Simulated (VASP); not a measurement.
Write the native input for VASP 6.6.1 that does the following.

```
Task                   : single point
Functional             : LDA
Potentials or basis    : VASP PAW LDA potentials, release 64 (Ta_sv_GW, N)
Cutoff                 : 600 eV
k mesh                 : 16 × 16 × 16
Occupations            : gaussian, width 0.1 eV
Spin                   : no spin polarisation
Dipole correction      : no
Second run             : valence_matched
Further INCAR settings : ALGO = Normal; EDIFF = 1e-06; NBANDS = 16
```

The structure of TaN lies in POSCAR:

```
TaN
1.0
    0.0000000000      2.1743265507      2.1743265507
    2.1743265507      0.0000000000      2.1743265507
    2.1743265507      2.1743265507      0.0000000000
Ta N
1 1
Direct
    0.5000000000      0.5000000000      0.5000000000
    0.0000000000      0.0000000000      0.0000000000
```

The input as run:

INCAR

```
ALGO     = Normal         # electronic algorithm
EDIFF    = 1E-6           # SCF threshold, eV
ENCUT    = 600            # plane-wave cutoff, eV
GGA      = CA             # functional
GGA_COMPAT= F            
ISIF     = 2              # what is computed and relaxed
ISMEAR   = 0              # smearing method
LASPH    = T              # aspherical terms in the spheres
LCHARG   = T              # write CHGCAR
LELF     = T              # ELF
LREAL    = F              # projectors in reciprocal space
LVHAR    = T            
LWAVE    = F              # write WAVECAR
NBANDS   = 16             # bands
NELM     = 120            # most SCF steps
PREC     = Accurate       # precision mode
SIGMA    = 0.1            # smearing width, eV
```

KPOINTS

```
k-points
0
Gamma
  16 16 16
```

Potentials or basis: VASP PAW LDA potentials, release 64 (Ta_sv_GW, N).

The run is started by

```sh
$ cat potpaw_LDA.64/Ta_sv_GW/POTCAR potpaw_LDA.64/N/POTCAR > POTCAR
$ mpirun -np 1 vasp_std > vasp.out
```

It gave:

```yaml
Pressure: 1.2 GPa
Band_gap_on_the_k_mesh: zero (band 9 reaches 16.01 eV, above the bottom of band 10 at 11.79 eV)
```

Caveat: spin-orbit coupling is left out, which moves the levels of the heavy elements.

Run time: 48 s on 1 thread of AMD EPYC 7R13 Processor (Zen 3), with other jobs on the host, peak memory 0.17 GiB.
